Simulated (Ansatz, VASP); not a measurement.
Two plane-wave programs on AlN

```
CELL_PARAMETERS angstrom
3.11300 0.00000 0.00000
-1.55650 2.69594 0.00000
0.00000 0.00000 4.98100
ATOMIC_POSITIONS crystal
Al 0.66667 0.33333 0.50000
Al 0.33333 0.66667 0.00000
N 0.66667 0.33333 0.88000
N 0.33333 0.66667 0.38000
```

Alike in both runs: task single point; functional PBE exchange alone; k mesh 10 × 10 × 6; occupations fermi-dirac, width 0.05 eV; no spin polarisation.

|  | VASP | Ansatz |
| --- | --- | --- |
| version | VASP 6.6.1 | Ansatz 0.2.0 |
| potentials or method | VASP PAW PBE potentials, release 64 (Al, N) | Ansatz PAW |
| plane-wave cutoff (eV) | 520 | 420 |
| valence electrons in the cell | 16 | 16 |

Ansatz gave:

| Item | Value |
| --- | --- |
| gap on the k mesh at the Fermi level (eV) | 4.54 |
| least direct gap on the mesh (eV) | 4.54 |
| pressure (GPa) | 17.7 |
| traceless stress, the component that is largest in VASP (GPa) | 1.45 |
| rms of the force components (eV/Å) | 0.071 |

Estimate VASP's values.

gap on the k mesh at the Fermi level (eV): 4.53; least direct gap on the mesh (eV): 4.53; pressure (GPa): 18.1; traceless stress, the component that is largest in VASP (GPa): 1.49; rms of the force components (eV/Å): 0.072.

VASP's potentials were made for PBE, not for PBE exchange alone. Atom by atom the forces differ by 0.000 eV/Å (rms over components).
